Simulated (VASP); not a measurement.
Zn, 2 atoms in the cell. Symmetry: P6_3/mmc, No. 194, hexagonal system. Conventional cell: a = 2.488 Å, b = 2.488 Å, c = 4.692 Å, α = 90.00°, β = 90.00°, γ = 120.00°. Within 3.3 Å of Zn (site symmetry -6m2) lie 12 Zn at 2.49 to 2.75 Å. 

* Program: VASP 6.6.1
* Task: single point
* Functional: revPBE
* Potentials or basis: VASP PAW PBE potentials, release 64 (Zn)
* Cutoff: 520 eV
* k mesh: 8 × 8 × 4
* Occupations: fermi-dirac, width 0.1342 eV
* Spin: no spin polarisation
* Dipole correction: no
* Further INCAR settings: ALGO = Normal; EDIFF = 1e-06; NBANDS = 19

Potentials or basis: VASP PAW PBE potentials, release 64 (Zn).

Launch:

```sh
$ cat potpaw_PBE.64/Zn/POTCAR > POTCAR
$ mpirun -np 1 vasp_std > vasp.out
```

Hardware: 1 thread of Intel Xeon 8259CL (shared host).

Problem. How long does it take, and how much memory?

Solution. It took 36 s on 1 thread of Intel Xeon 8259CL, with other jobs on the host, peak memory 0.15 GiB. Counts: scf iterations 11, k points 63.
